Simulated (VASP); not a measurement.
# Se (R-3m) in VASP: single point with PBE

Aim: the single point of Se with PBE.

Program: VASP 6.6.1. These are calculated values, not measurements. Logs are shortened: lines on timing, memory, paths and dates and some standing lists are left out, and cuts for length are marked.

**1. The cell of the first run**

The structure is trigonal, space group R-3m (No. 166). The conventional cell has a = 4.450 Å, b = 4.450 Å, c = 9.601 Å, α = 90.00°, β = 90.00°, γ = 120.00°. Within 3.4 Å of Se (site symmetry 3m) lie 4 Se at 2.59 to 2.84 Å.

**2. Single point, PBE (strained and its atoms moved)**

INCAR

```
PREC     = Accurate       # precision mode
ENCUT    = 520            # plane-wave cutoff, eV
EDIFF    = 1E-7           # SCF threshold, eV
ISMEAR   = 0              # smearing method
SIGMA    = 0.1            # smearing width, eV
LREAL    = F              # projectors in reciprocal space
LASPH    = T              # aspherical terms in the spheres
NELM     = 80             # most SCF steps
ALGO     = Normal         # electronic algorithm
ISIF     = 2              # what is computed and relaxed
LWAVE    = F              # write WAVECAR
LCHARG   = F              # write CHGCAR
GGA      = PE             # functional
NBANDS   = 13             # bands
```

KPOINTS

```
Automatic mesh
0
Gamma
  12 12 12
```

POSCAR

```
Se
1.0
    0.0000000000      3.1466954000      3.1466954000
    3.1466954000      0.0000000000      3.1466954000
    2.8966500744      2.8966500744      0.2500453256
Se
2
Direct
    0.4769101755      0.4769101755      0.5692694736
    0.7730898245      0.7730898245      0.6807305264
```

Potentials or basis: VASP PAW PBE potentials, release 64 (Se).

Launch:

```console
$ cat potpaw_PBE.64/Se/POTCAR > POTCAR
$ mpirun -np 1 vasp_std > vasp.out
```

OUTCAR:

```text
PREC = Accurate
   ENCUT = 520
   EDIFF = 1E-7
   ISMEAR = 0
   LREAL = F
   LASPH = T
   NELM = 80
   ISIF = 2
   GGA = PE

 ion  position               nearest neighbor table
   1  0.477  0.477  0.569-   2 2.59   2 2.59   2 2.59
   2  0.773  0.773  0.681-   1 2.59   1 2.59   1 2.59

  LATTYP: Found a trigonal (rhomboedric) cell.
 ALAT       =     4.1041059894
 COS(alpha) =     0.4121422142

  Lattice vectors:

 A1 = (   2.8966500744,  -0.2500453256,  -2.8966500744)
 A2 = (  -0.2500453256,   2.8966500744,  -2.8966500744)
 A3 = (   2.8966500744,   2.8966500744,   0.2500453256)

Analysis of symmetry for initial positions (statically):
=====================================================================
 Subroutine PRICEL returns:
 Original cell was already a primitive cell.

 Routine SETGRP: Setting up the symmetry group for a
 trigonal (rhombohedral) supercell.

 Subroutine GETGRP returns: Found 12 space group operations
 (whereof  6 operations were pure point group operations)
 out of a pool of 12 trial point group operations.

The static configuration has the point symmetry C_3v.
 The point group associated with its full space group is D_3d.

Analysis of symmetry for dynamics (positions and initial velocities):
=====================================================================
 Subroutine PRICEL returns:
 Original cell was already a primitive cell.

 Routine SETGRP: Setting up the symmetry group for a
 trigonal (rhombohedral) supercell.

 Subroutine GETGRP returns: Found 12 space group operations
 (whereof  6 operations were pure point group operations)
 out of a pool of 12 trial point group operations.

The dynamic configuration has the point symmetry C_3v.
 The point group associated with its full space group is D_3d.

 Subroutine INISYM returns: Found 12 space group operations
 (whereof  6 operations are pure point group operations),
 and found     1 'primitive' translations

----------------------------------------------------------------------------------------

                                     Primitive cell

  volume of cell :      54.8876

  direct lattice vectors                    reciprocal lattice vectors
     0.000000000  3.146695400  3.146695400    -0.166064379  0.151729329  0.166064379
     3.146695400  0.000000000  3.146695400     0.151729329 -0.166064379  0.166064379
     2.896650074  2.896650074  0.250045326     0.180399428  0.180399428 -0.180399428

  length of vectors
     4.450099311  4.450099311  4.104105989     0.279600689  0.279600689  0.312460975

  position of ions in fractional coordinates (direct lattice)
     0.476910176  0.476910176  0.569269474
     0.773089824  0.773089824  0.680730526

  ion indices of the primitive-cell ions
   primitive index   ion index
                 1           1
                 2           2

----------------------------------------------------------------------------------------

 KPOINTS: Automatic mesh

Automatic generation of k-mesh.
 Grid dimensions read from file:
 generate k-points for:   12   12   12

 Generating k-lattice:

  Cartesian coordinates                     Fractional coordinates (reciprocal lattice)
    -0.013838698  0.012644111  0.013838698     0.083333333  0.000000000  0.000000000
     0.012644111 -0.013838698  0.013838698     0.000000000  0.083333333  0.000000000
     0.015033286  0.015033286 -0.015033286     0.000000000  0.000000000  0.083333333

  Length of vectors
     0.023300057  0.023300057  0.026038415

  Shift w.r.t. Gamma in fractional coordinates (k-lattice)
     0.000000000  0.000000000  0.000000000

 Subroutine IBZKPT returns following result:
 ===========================================

 Found    189 irreducible k-points:

 Following reciprocal coordinates:
            Coordinates               Weight
  0.000000  0.000000  0.000000      1.000000
  0.083333  0.000000 -0.000000      6.000000
  0.166667  0.000000 -0.000000      6.000000
  0.250000  0.000000 -0.000000      6.000000
  0.333333  0.000000  0.000000      6.000000
  0.416667  0.000000 -0.000000      6.000000
[... 16 lines left out ...]
  0.500000  0.166667 -0.000000     12.000000
 -0.416667  0.166667 -0.000000     12.000000
 [... further k-points ...]
   k-points           NKPTS =    189   k-points in BZ     NKDIM =    189   number of bands    NBANDS=     13
   number of dos      NEDOS =    301   number of ions     NIONS =      2
   total plane-waves  NPLWV =  41472
   dimension x,y,z NGX =    36 NGY =   36 NGZ =   32
   dimension x,y,z NGXF=    72 NGYF=   72 NGZF=   64
   ions per type =               2
   NGX,Y,Z   is equivalent  to a cutoff of  13.45, 13.45, 12.96 a.u.
   NGXF,Y,Z  is equivalent  to a cutoff of  26.90, 26.90, 25.92 a.u.
 SYSTEM =  unknown system
   PREC   = accura    normal or accurate (medium, high low for compatibility)
   ISTART =      0    job   : 0-new  1-cont  2-samecut
   ICHARG =      2    charge: 1-file 2-atom 10-const
   ISPIN  =      1    spin polarized calculation?
   LNONCOLLINEAR =      F non collinear calculations
   LSORBIT =      F    spin-orbit coupling
   LASPH  =      T    aspherical Exc in radial PAW
   ENCUT  =  520.0 eV  38.22 Ry    6.18 a.u.   8.27  8.27  7.63*2*pi/ulx,y,z
   NELM   =     80;   NELMIN=  2; NELMDL= -5     # of ELM steps
   EDIFF  = 0.1E-06   stopping-criterion for ELM
   LREAL  =      F    real-space projection
   EDIFFG = 0.1E-05   stopping-criterion for IOM
   NSW    =      0    number of steps for IOM
   IBRION =     -1    ionic relax: 0-MD 1-quasi-New 2-CG
   NFREE  =      0    steps in history (QN), initial steepest desc. (CG)
   ISIF   =      2    stress and relaxation
   ISYM   =      2    0-nonsym 1-usesym 2-fastsym
   POTIM  = 0.5000    time-step for ionic-motion
   TEBEG  =    0.0;   TEEND  =   0.0 temperature during run
   PSTRESS=    0.0 pullay stress
   NELECT =      12.0000    total number of electrons
   NUPDOWN=      -1.0000    fix difference up-down
   EMIN   =  10.00;   EMAX   =-10.00  energy-range for DOS
   EFERMI =   0.00;   METHOD = LEGACY
   ISMEAR =     0;   SIGMA  =   0.10  broadening in eV -4-tet -1-fermi 0-gaus
   EFERMI_NEDOS =   21; number of points for ismear=-14 and -15
   IALGO  =     38    algorithm
   IMIX   =      4    mixing-type and parameters
     AMIX     =   0.40;   BMIX     =  1.00
     AMIX_MAG =   1.60;   BMIX_MAG =  1.00
  volume/ion in A,a.u.               =      27.44       185.20
  Fermi-wavevector in a.u.,A,eV,Ry     =   0.986228  1.863700 13.233638  0.972645
  Thomas-Fermi vector in A             =   2.117593
   LORBIT       =      0    0 simple, 1 ext, 2 COOP (PROOUT), +10 PAW based schemes
   GGA     = PE    functional components
   LHFCALC =     F    Hartree Fock is set to
   AEXX    =    0.0000 exact exchange contribution
   IVDW    =     0    specifies the selected vdW correction
   LEPSILON=     F    determine dielectric tensor
   LRPA    =     F    only Hartree local field effects (RPA)
 non-spin polarized calculation
 Gauss-broadening in eV      SIGMA  =   0.10
  energy-cutoff  :      520.00
  volume of cell :       54.89
 maximum number of plane-waves:      1491
 NGX is ok and might be reduce to    36
   NGX = 17   NGY = 17   NGZ = 15

 number of electron      11.9999999 magnetization

 Free energy of the ion-electron system (eV)
  ---------------------------------------------------
  ext. energy  EPLUGINS =         0.00000000
  ---------------------------------------------------
  free energy    TOTEN  =        -5.85569099 eV

  energy without entropy =       -5.84714657  energy(sigma->0) =       -5.85141878

 E-fermi :   3.2058     XC(G=0):  -8.8307

 val. band max:        3.2055415591   @ k =  -0.0833  -0.0833   0.0833
 cond. band min:       3.2071306016   @ k =  -0.1667   0.0833   0.0000
 fundamental gap:      0.0015890426
 Fermi energy:         3.2057908389

 k-point     1 :       0.0000    0.0000    0.0000
  band No.  band energies     occupation
      1     -12.8188      2.00000
      2      -6.7479      2.00000
      3      -1.2495      2.00000
      4      -1.2495      2.00000
      5       1.2927      2.00000
      6       1.9526      2.00000
      7       2.7994      2.00000
      8       2.7994      2.00000
      9       7.7522      0.00000
     10      10.8914      0.00000
     11      10.8914      0.00000
     12      12.1316      0.00000
     13      13.3002      0.00000

 k-point     2 :       0.0833    0.0000   -0.0000
  band No.  band energies     occupation
      1     -12.7643      2.00000
      2      -6.9270      2.00000
      3      -1.3045      2.00000
      4      -1.1442      2.00000
      5       1.0937      2.00000
      6       2.0181      2.00000
      7       2.9246      1.99993
      8       2.9367      1.99986
      9       7.9796      0.00000
     10      10.5562      0.00000
     11      10.8237      0.00000
     12      12.3424      0.00000
     13      13.2220      0.00000

 k-point     3 :       0.1667    0.0000   -0.0000
  band No.  band energies     occupation
      1     -12.6043      2.00000
      2      -7.3952      2.00000
      3      -1.4422      2.00000
      4      -0.9232      2.00000
      5       0.7495      2.00000
      6       2.0807      2.00000
      7       3.2544      0.49220
      8       3.3096      0.14197
      9       8.5494      0.00000
     10       9.9697      0.00000
     11      10.8731      0.00000
     12      12.2820      0.00000
     13      13.7525      0.00000

 k-point     4 :       0.2500    0.0000   -0.0000
  band No.  band energies     occupation
      1     -12.3505      2.00000
      2      -8.0143      2.00000
      3      -1.6070      2.00000
      4      -0.7597      2.00000
      5       0.4431      2.00000
      6       2.1981      2.00000
      7       3.6785      0.00000
      8       3.8244      0.00000
      9       9.1634      0.00000
     10       9.4794      0.00000
     11      11.2194      0.00000
     12      12.0677      0.00000
     13      14.3022      0.00000

 k-point     5 :       0.3333    0.0000    0.0000
  band No.  band energies     occupation
      1     -12.0316      2.00000
      2      -8.6532      2.00000
      3      -1.7519      2.00000
      4      -0.7178      2.00000
      5       0.2148      2.00000
      6       2.3774      2.00000
      7       4.1639      0.00000
      8       4.3580      0.00000
      9       9.1930      0.00000
     10       9.5178      0.00000
     11      11.3347      0.00000
     12      12.0784      0.00000
     13      13.5068      0.00000
[... 257 lines left out ...]
 k-point    22 :       0.4167    0.1667   -0.0000
  band No.  band energies     occupation
      1     -11.7371      2.00000
      2      -9.0249      2.00000
      3      -2.4322      2.00000
      4      -0.6078      2.00000
      5       0.5239      2.00000
      6       2.1559      2.00000
      7       3.7183      0.00000
      8       5.2901      0.00000
      9       8.7850      0.00000
     10      10.0606      0.00000
     11      11.6192      0.00000
     12      13.3314      0.00000
     13      13.7993      0.00000

 k-point    23 :       0.5000    0.1667   -0.0000
  band No.  band energies     occupation
      1     -11.4429      2.00000
      2      -9.4810      2.00000
      3      -2.5871      2.00000
      4      -0.6001      2.00000
      5       0.6211      2.00000
      6       2.4855      2.00000
      7       3.7220      0.00000
      8       5.7205      0.00000
      9       8.8539      0.00000
     10       9.4455      0.00000
     11      11.4493      0.00000
     12      13.1730      0.00000
     13      14.3517      0.00000

 k-point    24 :      -0.4167    0.1667   -0.0000
  band No.  band energies     occupation
      1     -11.3791      2.00000
      2      -9.5936      2.00000
      3      -2.6409      2.00000
      4      -0.5055      2.00000
      5       0.6416      2.00000
      6       2.6788      2.00000
      7       3.7135      0.00000
      8       5.8783      0.00000
      9       8.6777      0.00000
     10       9.3656      0.00000
     11      11.4494      0.00000
     12      12.3754      0.00000
     13      13.8837      0.00000

 [... further k-points ...]
[... 5 lines left out ...]
  --------------------------------------------------------------------------------------
  -------------------------------------------------------------------------------------
  Total        1.5583696      1.5583696      1.5583696      0.9022320     -0.9022320     -0.9022320
  in kB       45.4890414     45.4890414     45.4890414     26.3362887    -26.3362887    -26.3362887
  external PRESSURE =      45.4890414 kB  Pullay stress =       0.0000000 kB

 VOLUME and BASIS-vectors are now :
 -----------------------------------------------------------------------------
  energy-cutoff  :      520.00
  volume of cell :       54.89
      direct lattice vectors                 reciprocal lattice vectors
     0.000000000  3.146695400  3.146695400    -0.166064379  0.151729329  0.166064379
     3.146695400  0.000000000  3.146695400     0.151729329 -0.166064379  0.166064379
     2.896650074  2.896650074  0.250045326     0.180399428  0.180399428 -0.180399428

 POSITION                                       TOTAL-FORCE (eV/Angst)
 -----------------------------------------------------------------------------------
      3.14967      3.14967      3.14373         0.062779      0.062779     -0.062779
      4.40452      4.40452      5.03557        -0.062779     -0.062779      0.062779
 -----------------------------------------------------------------------------------
    total drift:                               -0.000000     -0.000000     -0.000000

  FREE ENERGIE OF THE ION-ELECTRON SYSTEM (eV)
  ---------------------------------------------------
  free  energy   TOTEN  =        -5.8556909871 eV

  energy  without entropy=       -5.8471465672  energy(sigma->0) =       -5.85141878
```

Run time: 60 s. Hardware: 1 thread of Intel Xeon Platinum 8488C (Sapphire Rapids), shared host; peak memory 0.26 GiB.

What came out:

| Item | Value |
| --- | --- |
| Free energy | -5.8557 eV |
| Pressure | 4.5 GPa |
| Largest force | 0.109 eV/Å |
| Band gap on the k mesh | zero (band 6 reaches 3.81 eV, above the bottom of band 7 at 2.80 eV) |

Forces in eV/Å, atoms in the order of the input:
```
Se   0.063  0.063 -0.063
Se  -0.063 -0.063  0.063
```

Caveat: the cell differs from its parent crystal (strained and its atoms moved).
